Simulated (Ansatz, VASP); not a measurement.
**One calculation of TiN, two programs**

```xyz
2
Lattice="0.0000 2.0791 2.0791 2.0791 0.0000 2.0791 2.0791 2.0791 0.0000" Properties=species:S:1:pos:R:3 pbc="T T T"
Ti    0.0000    0.0000    0.0000
N     2.0791    2.0791    2.0791
```

Change from the starting cell: volume scaled by 0.9405, crystal datasets.

Alike in both runs: task electric field gradients; functional PBE; k mesh 13 × 13 × 13; occupations fermi-dirac, width 0.05 eV; no spin polarisation.

|  | VASP | Ansatz |
| --- | --- | --- |
| version | VASP 6.6.1 | Ansatz 0.2.0 |
| potentials or method | VASP PAW PBE potentials, release 64 (Ti_sv, N), cutoff 520 eV | all-electron PAW with datasets made for the crystal, scalar-relativistic |

|  | VASP | Ansatz | Ansatz less VASP |
| --- | --- | --- | --- |
| pressure (GPa) | 20.6 | 20.1 | -0.48 |

Ansatz ran all-electron here, and VASP with PAW potentials.
